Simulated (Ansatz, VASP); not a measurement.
## KI in VASP and in Ansatz

```
CELL_PARAMETERS angstrom
0.00000 3.54428 3.54428
3.54428 0.00000 3.54428
3.54428 3.54428 0.00000
ATOMIC_POSITIONS crystal
K 0.00000 0.00000 0.00000
I 0.50000 0.50000 0.50000
```

Alike in both runs: task single point; functional HSE06; k mesh 4 × 4 × 4; no spin polarisation.

|  | VASP | Ansatz |
| --- | --- | --- |
| version | VASP 6.6.1 | Ansatz 0.2.0 |
| potentials or method | VASP PAW PBE potentials, release 64 (K_sv, I) | plane waves, PAW |
| plane-wave cutoff (eV) | 520 | 420 |
| occupations | gaussian, width 0.01 eV | fixed |
| valence electrons in the cell | 16 | 26 |

Ansatz gave:

```
gap on the k mesh at the Fermi level (eV) : 4.94
pressure (GPa)                            : 0.3
```

**Question.** Which values does VASP return?

**Answer.** gap on the k mesh at the Fermi level (eV): 4.93; pressure (GPa): 0.3.

VASP's potentials hold 16 valence electrons a cell and Ansatz's 26, so a difference there can come from the potentials and not from the codes. Ansatz's warnings: stress exchange threshold loose, stress scf threshold loose.

Spin-orbit coupling is off throughout.
